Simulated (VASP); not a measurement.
Here is a VASP 6.6.1 calculation.

Contents of INCAR:

```
ALGO     = Normal         # electronic algorithm
EDIFF    = 1E-6           # SCF threshold, eV
EDIFFG   = -0.01          # ionic threshold
ENCUT    = 600            # plane-wave cutoff, eV
IBRION   = 2              # ionic algorithm
ISIF     = 3              # what is computed and relaxed
ISMEAR   = -1             # smearing method
LASPH    = T              # aspherical terms in the spheres
LCHARG   = F              # write CHGCAR
LREAL    = F              # projectors in reciprocal space
LWAVE    = F              # write WAVECAR
NELM     = 100            # most SCF steps
NSW      = 80             # ionic steps
PREC     = Accurate       # precision mode
SIGMA    = 0.1            # smearing width, eV
```

Contents of KPOINTS:

```
k-points
0
Gamma
  13 13 13
```

POSCAR

```
Ti
1.0
    0.0000000000      2.0668332624      2.0668332624
    2.0668332624      0.0000000000      2.0668332624
    2.0668332624      2.0668332624      0.0000000000
Ti
1
Direct
    0.0000000000      0.0000000000      0.0000000000
```

Potentials or basis: VASP PAW LDA potentials, release 64 (Ti_sv).

Launch:

```sh
$ cat potpaw_LDA.64/Ti_sv/POTCAR > POTCAR
$ mpirun -np 1 vasp_std > vasp.out
```

Question: Estimate the band gap on the k mesh.

Answer: Zero (band 6 reaches 9.75 eV, above the bottom of band 7 at 8.31 eV).

Question: What does it give for the relaxed volume?

Answer: 16.04 Å³/atom.

Question: Predict the space group after relaxing (to 0.05 Å).

Answer: Fm-3m (No. 225).

Question: What does it give for the relaxed cell?

Answer: a = 2.831 Å, b = 2.831 Å, c = 2.831 Å, α = 60.00°, β = 60.00°, γ = 60.00°.

The path:
```csv
step,energy change (eV),largest force (eV/Å),pressure (GPa),volume (Å³)
1,0.0000,0.0000,-9.79,17.66
2,-0.0284,0.0000,8.54,15.04
3,-0.0537,0.0000,0.03,16.04
```
